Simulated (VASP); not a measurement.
## SrO: single point with PBE

The system is SrO.

```
CELL_PARAMETERS angstrom
0.00000 2.54064 2.61841
2.54064 0.00000 2.61841
2.54064 2.54064 0.00000
ATOMIC_POSITIONS crystal
Sr 0.50000 0.50000 0.50000
O 0.00000 0.00000 0.00000
```

```yaml
Program: VASP 6.6.1
Task: single point
Functional: PBE
Potentials_or_basis: VASP PAW PBE potentials, release 64 (Sr_sv, O)
Cutoff: 600 eV
k_mesh: 6 × 6 × 6
Occupations: gaussian, width 0.05 eV
Spin: no spin polarisation
```

```json
{
  "Pressure": "4.0 GPa",
  "Band gap on the k mesh": "3.20 eV, indirect (least direct gap 3.27 eV)"
}
```

Stress tensor (GPa, compression positive):
```
5.44 0.00 0.00
0.00 5.44 0.00
0.00 0.00 1.21
```

Levels at points of the mesh, in eV from the valence-band top:
| k point | band 6 | band 7 | band 8 | band 9 | band 10 | band 11 |
| --- | --- | --- | --- | --- | --- | --- |
| (0.00, 0.00, 0.00) | -0.10 | 0.00 | 0.00 | 3.96 | 6.04 | 6.27 |
| (0.50, 0.00, 0.00) | -2.22 | -1.19 | -1.19 | 6.54 | 8.46 | 8.83 |
| (0.50, 0.50, 0.00) | -0.58 | -0.08 | -0.08 | 3.30 | 7.81 | 10.20 |
| (0.50, 0.00, 0.50) | -0.39 | -0.20 | -0.07 | 3.20 | 7.80 | 10.19 |

Run time: 35 s on 1 thread of Intel Xeon 8259CL, on a shared host, peak memory 0.18 GiB.

A k mesh can miss the band edges. PBE gaps usually lie below the measured ones, often by a third to a half.
